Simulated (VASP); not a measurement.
# Lu (P6_3/mmc) in VASP: a series of runs

Lu is run at these levels: PBE; tasks: single point.

All numbers are computed with VASP 6.6.1; they aren't measurements. Logs are shortened: lines on timing, memory, paths and dates and some standing lists are left out, and cuts for length are marked.

## Step 1: The cell of the first run

Symmetry: P6_3/mmc, No. 194, hexagonal system. Conventional cell: a = 3.486 Å, b = 3.486 Å, c = 5.529 Å, α = 90.00°, β = 90.00°, γ = 120.00°. Lu (site symmetry -6m2) has 12 Lu at 3.42 to 3.49 Å within 4.5 Å.

## Step 2: Single point, PBE (29.10 Å³/atom)

The input, INCAR:

```
SYSTEM = Lu
PREC = Accurate
ENCUT = 520
EDIFF = 1E-6
ISMEAR = -1
SIGMA = 0.03
LREAL = .FALSE.
LASPH = .TRUE.
NELM = 100
ALGO = Normal
ISIF = 2
LWAVE = .FALSE.
LCHARG = .FALSE.
GGA = PE
NBANDS = 32
```

The input, KPOINTS:

```
regular mesh
0
G
  13 13 8
  0 0 0
```

The input, POSCAR:

```
Lu
1.0
    3.4863418112      0.0000000000      0.0000000000
   -1.7431709056      3.0192605749      0.0000000000
    0.0000000000      0.0000000000      5.5292391428
Lu
2
Direct
    0.3333333333      0.6666666667      0.2500000000
    0.6666666667      0.3333333333      0.7500000000
```

Potentials or basis: VASP PAW PBE potentials, release 64 (Lu).

On the command line:

```console
$ cat potpaw_PBE.64/Lu/POTCAR > POTCAR
$ mpirun -np 1 vasp_std > vasp.out
```

OUTCAR:

```text
SYSTEM = Lu
   PREC = Accurate
   ENCUT = 520
   EDIFF = 1E-6
   ISMEAR = -1
   LREAL = .FALSE.
   LASPH = .TRUE.
   NELM = 100
   ISIF = 2
   GGA = PE

 ion  position               nearest neighbor table
   1  0.333  0.667  0.250-   2 3.42   2 3.42   2 3.42   2 3.42   2 3.42   2 3.42
   2  0.667  0.333  0.750-   1 3.42   1 3.42   1 3.42   1 3.42   1 3.42   1 3.42

  LATTYP: Found a hexagonal cell.
 ALAT       =     3.4863418112
 C/A-ratio  =     1.5859716121

  Lattice vectors:

 A1 = (   3.4863418112,   0.0000000000,   0.0000000000)
 A2 = (  -1.7431709056,   3.0192605749,   0.0000000000)
 A3 = (   0.0000000000,   0.0000000000,   5.5292391428)

Analysis of symmetry for initial positions (statically):
=====================================================================
 Subroutine PRICEL returns:
 Original cell was already a primitive cell.

 Routine SETGRP: Setting up the symmetry group for a
 hexagonal supercell.

 Subroutine GETGRP returns: Found 24 space group operations
 (whereof 12 operations were pure point group operations)
 out of a pool of 24 trial point group operations.

The static configuration has the point symmetry D_3d.
 The point group associated with its full space group is D_6h.

Analysis of symmetry for dynamics (positions and initial velocities):
=====================================================================
 Subroutine PRICEL returns:
 Original cell was already a primitive cell.

 Routine SETGRP: Setting up the symmetry group for a
 hexagonal supercell.

 Subroutine GETGRP returns: Found 24 space group operations
 (whereof 12 operations were pure point group operations)
 out of a pool of 24 trial point group operations.

The dynamic configuration has the point symmetry D_3d.
 The point group associated with its full space group is D_6h.

 Subroutine INISYM returns: Found 24 space group operations
 (whereof 12 operations are pure point group operations),
 and found     1 'primitive' translations

----------------------------------------------------------------------------------------

                                     Primitive cell

  volume of cell :      58.2017

  direct lattice vectors                    reciprocal lattice vectors
     3.486341811  0.000000000  0.000000000     0.286833608  0.165603461  0.000000000
    -1.743170906  3.019260575  0.000000000     0.000000000  0.331206921  0.000000000
     0.000000000  0.000000000  5.529239143     0.000000000  0.000000000  0.180856710

  length of vectors
     3.486341811  3.486341811  5.529239143     0.331206921  0.331206921  0.180856710

  position of ions in fractional coordinates (direct lattice)
     0.333333333  0.666666667  0.250000000
     0.666666667  0.333333333  0.750000000

  ion indices of the primitive-cell ions
   primitive index   ion index
                 1           1
                 2           2

----------------------------------------------------------------------------------------

 KPOINTS: regular mesh

Automatic generation of k-mesh.
 Grid dimensions read from file:
 generate k-points for:   13   13    8

 Generating k-lattice:

  Cartesian coordinates                     Fractional coordinates (reciprocal lattice)
     0.022064124  0.012738728  0.000000000     0.076923077  0.000000000  0.000000000
     0.000000000  0.025477455  0.000000000     0.000000000  0.076923077  0.000000000
     0.000000000  0.000000000  0.022607089     0.000000000  0.000000000  0.125000000

  Length of vectors
     0.025477455  0.025477455  0.022607089

  Shift w.r.t. Gamma in fractional coordinates (k-lattice)
     0.000000000  0.000000000  0.000000000

 Subroutine IBZKPT returns following result:
 ===========================================

 Found    105 irreducible k-points:

 Following reciprocal coordinates:
            Coordinates               Weight
  0.000000  0.000000  0.000000      1.000000
  0.076923 -0.000000  0.000000      6.000000
  0.153846  0.000000  0.000000      6.000000
  0.230769 -0.000000  0.000000      6.000000
  0.307692  0.000000  0.000000      6.000000
  0.384615 -0.000000  0.000000      6.000000
[... 16 lines left out ...]
  0.076923 -0.000000  0.125000     12.000000
  0.153846  0.000000  0.125000     12.000000
 [... further k-points ...]
   k-points           NKPTS =    105   k-points in BZ     NKDIM =    105   number of bands    NBANDS=     32
   number of dos      NEDOS =    301   number of ions     NIONS =      2
   total plane-waves  NPLWV =  32928
   dimension x,y,z NGX =    28 NGY =   28 NGZ =   42
   dimension x,y,z NGXF=    56 NGYF=   56 NGZF=   84
   ions per type =               2
   NGX,Y,Z   is equivalent  to a cutoff of  13.35, 13.35, 12.63 a.u.
   NGXF,Y,Z  is equivalent  to a cutoff of  26.70, 26.70, 25.26 a.u.
 SYSTEM =  Lu
   PREC   = accura    normal or accurate (medium, high low for compatibility)
   ISTART =      0    job   : 0-new  1-cont  2-samecut
   ICHARG =      2    charge: 1-file 2-atom 10-const
   ISPIN  =      1    spin polarized calculation?
   LNONCOLLINEAR =      F non collinear calculations
   LSORBIT =      F    spin-orbit coupling
   LASPH  =      T    aspherical Exc in radial PAW
   ENCUT  =  520.0 eV  38.22 Ry    6.18 a.u.   6.48  6.48 10.28*2*pi/ulx,y,z
   NELM   =    100;   NELMIN=  2; NELMDL= -5     # of ELM steps
   EDIFF  = 0.1E-05   stopping-criterion for ELM
   LREAL  =      F    real-space projection
   EDIFFG = 0.1E-04   stopping-criterion for IOM
   NSW    =      0    number of steps for IOM
   IBRION =     -1    ionic relax: 0-MD 1-quasi-New 2-CG
   NFREE  =      0    steps in history (QN), initial steepest desc. (CG)
   ISIF   =      2    stress and relaxation
   ISYM   =      2    0-nonsym 1-usesym 2-fastsym
   POTIM  = 0.5000    time-step for ionic-motion
   TEBEG  =    0.0;   TEEND  =   0.0 temperature during run
   PSTRESS=    0.0 pullay stress
   NELECT =      50.0000    total number of electrons
   NUPDOWN=      -1.0000    fix difference up-down
   EMIN   =  10.00;   EMAX   =-10.00  energy-range for DOS
   EFERMI =   0.00;   METHOD = LEGACY
   ISMEAR =    -1;   SIGMA  =   0.03  broadening in eV -4-tet -1-fermi 0-gaus
   EFERMI_NEDOS =   21; number of points for ismear=-14 and -15
   IALGO  =     38    algorithm
   IMIX   =      4    mixing-type and parameters
     AMIX     =   0.40;   BMIX     =  1.00
     AMIX_MAG =   1.60;   BMIX_MAG =  1.00
  volume/ion in A,a.u.               =      29.10       196.38
  Fermi-wavevector in a.u.,A,eV,Ry     =   1.556274  2.940932 32.953177  2.421990
  Thomas-Fermi vector in A             =   2.660094
   LORBIT       =      0    0 simple, 1 ext, 2 COOP (PROOUT), +10 PAW based schemes
   GGA     = PE    functional components
[... 5 lines left out ...]
 non-spin polarized calculation
  energy-cutoff  :      520.00
  volume of cell :       58.20
 maximum number of plane-waves:      1594
 NGX is ok and might be reduce to    28
   NGX = 13   NGY = 13   NGZ = 21

 number of electron      49.9999997 magnetization

 Free energy of the ion-electron system (eV)
  ---------------------------------------------------
  ext. energy  EPLUGINS =         0.00000000
  ---------------------------------------------------
  free energy    TOTEN  =        -9.04367195 eV

  energy without entropy =       -9.03300148  energy(sigma->0) =       -9.03833672

 E-fermi :   2.2255     XC(G=0): -10.6680

 val. band max:        2.2040338358   @ k =   0.3846  -0.0000   0.1250
 cond. band min:       2.2269496310   @ k =   0.1538   0.0769   0.0000
 fundamental gap:      0.0229157952
 Fermi energy:         2.2254664486

 k-point     1 :       0.0000    0.0000    0.0000
  band No.  band energies     occupation
      1     -53.9637      2.00000
      2     -53.9301      2.00000
      3     -24.8978      2.00000
      4     -24.4729      2.00000
      5     -24.4729      2.00000
      6     -24.3944      2.00000
[... 24 lines left out ...]
     31       5.7696      0.00000
     32       5.7696      0.00000

 k-point     2 :       0.0769   -0.0000    0.0000
  band No.  band energies     occupation
      1     -53.9623      2.00000
      2     -53.9296      2.00000
      3     -24.8884      2.00000
      4     -24.4926      2.00000
      5     -24.4795      2.00000
      6     -24.4153      2.00000
[... 24 lines left out ...]
     31       5.5492      0.00000
     32       5.6208      0.00000

 k-point     3 :       0.1538    0.0000    0.0000
  band No.  band energies     occupation
      1     -53.9583      2.00000
      2     -53.9281      2.00000
      3     -24.8612      2.00000
      4     -24.5475      2.00000
      5     -24.4975      2.00000
      6     -24.4721      2.00000
[... 24 lines left out ...]
     31       5.4152      0.00000
     32       5.6726      0.00000

 k-point     4 :       0.2308   -0.0000    0.0000
  band No.  band energies     occupation
      1     -53.9525      2.00000
      2     -53.9263      2.00000
      3     -24.8195      2.00000
      4     -24.6252      2.00000
      5     -24.5497      2.00000
      6     -24.5219      2.00000
[... 24 lines left out ...]
     31       5.9249      0.00000
     32       6.2875      0.00000

 k-point     5 :       0.3077    0.0000    0.0000
  band No.  band energies     occupation
      1     -53.9459      2.00000
      2     -53.9248      2.00000
      3     -24.7688      2.00000
      4     -24.7079      2.00000
      5     -24.6292      2.00000
      6     -24.5470      2.00000
[... 584 lines left out ...]
     31       7.5963      0.00000
     32       7.8424      0.00000

 k-point    22 :       0.0000    0.0000    0.1250
  band No.  band energies     occupation
      1     -53.9624      2.00000
      2     -53.9314      2.00000
      3     -24.8787      2.00000
      4     -24.4699      2.00000
      5     -24.4699      2.00000
      6     -24.3974      2.00000
[... 24 lines left out ...]
     31       5.9587      0.00000
     32       5.9587      0.00000

 k-point    23 :       0.0769   -0.0000    0.1250
  band No.  band energies     occupation
      1     -53.9611      2.00000
      2     -53.9308      2.00000
      3     -24.8702      2.00000
      4     -24.4892      2.00000
      5     -24.4764      2.00000
      6     -24.4252      2.00000
[... 24 lines left out ...]
     31       5.8369      0.00000
     32       5.8476      0.00000

 k-point    24 :       0.1538    0.0000    0.1250
  band No.  band energies     occupation
      1     -53.9572      2.00000
      2     -53.9293      2.00000
      3     -24.8463      2.00000
      4     -24.5425      2.00000
      5     -24.4940      2.00000
      6     -24.4846      2.00000
[... 24 lines left out ...]
     31       5.7662      0.00000
     32       5.7761      0.00000

 [... further k-points ...]

------------------------ aborting loop because EDIFF is reached ----------------------------------------

  FORCE on cell =-STRESS in cart. coord.  units (eV):
  Direction    XX          YY          ZZ          XY          YZ          ZX
  --------------------------------------------------------------------------------------
  -------------------------------------------------------------------------------------
  Total        0.3032690      0.3032690     -0.1408321      0.0000000     -0.0000000      0.0000000
  in kB        8.3483884      8.3483884     -3.8768266      0.0000000     -0.0000000      0.0000000
  external PRESSURE =       4.2733167 kB  Pullay stress =       0.0000000 kB

 VOLUME and BASIS-vectors are now :
 -----------------------------------------------------------------------------
  energy-cutoff  :      520.00
  volume of cell :       58.20
      direct lattice vectors                 reciprocal lattice vectors
     3.486341811  0.000000000  0.000000000     0.286833608  0.165603461  0.000000000
    -1.743170906  3.019260575  0.000000000     0.000000000  0.331206921  0.000000000
     0.000000000  0.000000000  5.529239143     0.000000000  0.000000000  0.180856710

 POSITION                                       TOTAL-FORCE (eV/Angst)
 -----------------------------------------------------------------------------------
     -0.00000      2.01284      1.38231         0.000000      0.000000      0.000000
      1.74317      1.00642      4.14693        -0.000000     -0.000000      0.000000
 -----------------------------------------------------------------------------------
    total drift:                               -0.000000      0.000000     -0.000000

  FREE ENERGIE OF THE ION-ELECTRON SYSTEM (eV)
  ---------------------------------------------------
  free  energy   TOTEN  =        -9.0436719515 eV

  energy  without entropy=       -9.0330014839  energy(sigma->0) =       -9.03833672
```

It took 2 min on 1 thread of AMD EPYC 7R13 (Zen 3), shared host; peak memory 0.27 GiB.

What came out:

```
Free energy            : -9.0437 eV
Pressure               : 0.4 GPa
Band gap on the k mesh : zero (bands 25 and 26 overlap by 1.75 eV)
```

Stress tensor (GPa, compression positive):
```
 0.83  0.00  0.00
 0.00  0.83  0.00
 0.00  0.00 -0.39
```

Caveat: spin-orbit coupling is left out, which moves the levels of the heavy elements.

## Step 3: Single point, PBE (30.29 Å³/atom)

This run uses another cell than the first one, of 30.29 Å³/atom.

The input, INCAR:

```
SYSTEM = Lu
ALGO     = Normal         ! electronic algorithm
EDIFF    = 1E-6           ! SCF threshold, eV
ENCUT    = 520            ! plane-wave cutoff, eV
GGA      = PE             ! functional
ISIF     = 2              ! what is computed and relaxed
ISMEAR   = -1             ! smearing method
LASPH    = .True.         ! aspherical terms in the spheres
LCHARG   = .False.        ! write CHGCAR
LREAL    = .False.        ! projectors in reciprocal space
LWAVE    = .False.        ! write WAVECAR
NBANDS   = 32             ! bands
NELM     = 60             ! most SCF steps
PREC     = Accurate       ! precision mode
SIGMA    = 0.03           ! smearing width, eV
```

The input, KPOINTS:

```
k-points
0
Gamma
  13 13 8
  0 0 0
```

The input, POSCAR:

```
Lu
1.0
    3.5331439303      0.0000000000      0.0000000000
   -1.7665719652      3.0597923990      0.0000000000
    0.0000000000      0.0000000000      5.6034659750
Lu
2
Direct
    0.3333333333      0.6666666667      0.2500000000
    0.6666666667      0.3333333333      0.7500000000
```

Potentials or basis: VASP PAW PBE potentials, release 64 (Lu).

On the command line:

```console
$ cat potpaw_PBE.64/Lu/POTCAR > POTCAR
$ mpirun -np 1 vasp_std > vasp.out
```

It took 2 min on 1 thread of AMD EPYC 7R13 (Zen 3), shared host; peak memory 0.27 GiB.

The run converged. Its results:

| Property | Result |
| --- | --- |
| Free energy | -9.0334 eV |
| Pressure | -1.4 GPa |
| Band gap on the k mesh | zero (bands 25 and 26 overlap by 1.70 eV) |

Stress tensor (GPa, compression positive):
```
-1.07  0.00  0.00
 0.00 -1.07  0.00
 0.00  0.00 -2.07
```

Levels at points of the mesh, in eV from the Fermi level:
```tsv
k point	band 23	band 24	band 25	band 26	band 27	band 28
(0.00, 0.00, 0.00)	-4.94	-2.38	0.46	2.18	2.18	2.44
(0.00, 0.00, 0.50)	-4.35	-4.35	1.13	1.13	2.11	2.11
```

Caveat: spin-orbit coupling is left out, which moves the levels of the heavy elements.

## Step 4: Single point, PBE (x and y stretched by -3 %, z held)

The input, INCAR:

```
ALGO = Normal ; EDIFF = 1E-6
ENCUT = 520 ; GGA = PE
ISIF = 2 ; ISMEAR = -1
LASPH = T ; LCHARG = T
LELF = T ; LREAL = F
LVHAR = T ; LWAVE = F
NBANDS = 32 ; NELM = 80
PREC = Accurate ; SIGMA = 0.03
```

The input, KPOINTS:

```
k-points
0
Gamma
  13 13 8
```

The input, POSCAR:

```
Lu
1.0
    3.4046019227      0.0000000000      0.0000000000
   -1.7023009614      2.9484717549      0.0000000000
    0.0000000000      0.0000000000      5.5666000000
Lu
2
Direct
    0.3333333333      0.6666666667      0.2500000000
    0.6666666667      0.3333333333      0.7500000000
```

On the command line:

```console
$ cat potpaw_PBE.64/Lu/POTCAR > POTCAR
$ mpirun -np 1 vasp_std > vasp.out
```

It took 4.7 min on 1 thread of AMD EPYC 7R13, shared host; peak memory 0.26 GiB.

It converged, with:

```yaml
Free_energy: -9.0081 eV
Pressure: 2.3 GPa
Band_gap_on_the_k_mesh: zero (bands 25 and 26 overlap by 1.57 eV)
```

Stress tensor (GPa, compression positive):
```
 3.55  0.00  0.00
 0.00  3.55  0.00
 0.00  0.00 -0.22
```

Levels at points of the mesh, in eV from the Fermi level:
```csv
k point,band 22,band 23,band 24,band 25,band 26,band 27,band 28,band 29
"(0.00, 0.00, 0.00)",-4.79,-4.79,-2.62,0.47,2.28,2.31,2.31,2.98
"(0.00, 0.00, 0.50)",-4.79,-4.52,-4.52,1.01,1.01,2.28,2.28,2.28
```

Caveat: the cell differs from its parent crystal (x and y stretched by -3 %, z held); spin-orbit coupling is left out, which moves the levels of the heavy elements.

## Step 5: Single point, PBE

This run uses another cell than the first one, of 29.69 Å³/atom.

The input, INCAR:

```
PREC     = Accurate       # precision mode
ENCUT    = 520            # plane-wave cutoff, eV
EDIFF    = 1E-6           # SCF threshold, eV
ISMEAR   = -1             # smearing method
SIGMA    = 0.03           # smearing width, eV
LREAL    = False          # projectors in reciprocal space
LASPH    = True           # aspherical terms in the spheres
NELM     = 80             # most SCF steps
ALGO     = Normal         # electronic algorithm
ISIF     = 2              # what is computed and relaxed
LWAVE    = False          # write WAVECAR
LCHARG   = False          # write CHGCAR
GGA      = PE             # functional
NBANDS   = 32             # bands
```

The input, KPOINTS:

```
regular mesh
0
Gamma
  13 13 8
```

The input, POSCAR:

```
Lu
1.0
    3.5098988894      0.0000000000      0.0000000000
   -1.7549494447      3.0396616030      0.0000000000
    0.0000000000      0.0000000000      5.5666000000
Lu
2
Direct
    0.3333333333      0.6666666667      0.2500000000
    0.6666666667      0.3333333333      0.7500000000
```

On the command line:

```console
$ cat potpaw_PBE.64/Lu/POTCAR > POTCAR
$ mpirun -np 1 vasp_std > vasp.out
```

Wall time 4.3 min (1 thread of AMD EPYC 7R13, shared host); peak memory 0.27 GiB.

Results (log left out):

```
Free energy            : -9.0418 eV
Pressure               : -0.5 GPa
Band gap on the k mesh : zero (bands 25 and 26 overlap by 1.74 eV)
```

Stress tensor (GPa, compression positive):
```
-0.17  0.00  0.00
 0.00 -0.17  0.00
 0.00  0.00 -1.26
```

Levels at points of the mesh, in eV from the Fermi level:
| k point | band 23 | band 24 | band 25 | band 26 | band 27 | band 28 |
| --- | --- | --- | --- | --- | --- | --- |
| (0.00, 0.00, 0.00) | -4.90 | -2.41 | 0.51 | 2.20 | 2.20 | 2.47 |
| (0.00, 0.00, 0.50) | -4.37 | -4.37 | 1.14 | 1.14 | 2.13 | 2.13 |

Caveat: spin-orbit coupling is left out, which moves the levels of the heavy elements.

## Step 6: Single point, PBE

This run uses another cell than the first one, of 29.69 Å³/atom.

The input, INCAR:

```
SYSTEM = Lu
ALGO = Normal
EDIFF = 1E-6
ENCUT = 520
GGA = PE
ISIF = 2
ISMEAR = -1
LASPH = .True.
LCHARG = .False.
LREAL = .False.
LWAVE = .False.
NBANDS = 32
NELM = 60
PREC = Accurate
SIGMA = 0.03
```

The input, KPOINTS:

```
k-points
0
Gamma
  13 13 8
  0 0 0
```

POSCAR is that of step 5.

Potentials or basis: VASP PAW PBE potentials, release 64 (Lu).

On the command line:

```console
$ cat potpaw_PBE.64/Lu/POTCAR > POTCAR
$ mpirun -np 1 vasp_std > vasp.out
```

It took 4.2 min on 1 thread of AMD EPYC 7R13, shared host; peak memory 0.27 GiB.

Results (log left out):

```
Free energy            : -9.0418 eV
Pressure               : -0.5 GPa
Band gap on the k mesh : zero (bands 25 and 26 overlap by 1.74 eV)
```

Stress tensor (GPa, compression positive):
```
-0.17  0.00  0.00
 0.00 -0.17  0.00
 0.00  0.00 -1.26
```

Levels at points of the mesh, in eV from the Fermi level:
```
           k point  band 22  band 23  band 24  band 25  band 26  band 27  band 28  band 29
(0.00, 0.00, 0.00)    -4.90    -4.90    -2.41     0.51     2.20     2.20     2.47     2.89
(0.00, 0.00, 0.50)    -4.90    -4.37    -4.37     1.14     1.14     2.13     2.13     2.13
```

Caveat: spin-orbit coupling is left out, which moves the levels of the heavy elements.

## Step 7: Summary

```tsv
cell	gap on the mesh (eV)	pressure (GPa)
a = 3.486, b = 3.486, c = 5.529 Å, angles 90.0, 90.0, 120.0°, 2 atoms	none	0.4
a = 3.533, b = 3.533, c = 5.603 Å, angles 90.0, 90.0, 120.0°, 2 atoms	none	-1.4
a = 3.405, b = 3.405, c = 5.567 Å, angles 90.0, 90.0, 120.0°, 2 atoms	none	2.3
a = 3.510, b = 3.510, c = 5.567 Å, angles 90.0, 90.0, 120.0°, 2 atoms	none	-0.5
```

Alike in all rows: task single point; level PBE; potentials or basis VASP PAW PBE potentials, release 64 (Lu); no spin polarisation; k mesh 13 × 13 × 8; cutoff (eV) 520; smearing fermi-dirac 0.03 eV.

Caveats: spin-orbit coupling is left out, which moves the levels of the heavy elements.

Total energies depend on the potentials used, so only differences within one code and one set of settings carry meaning.
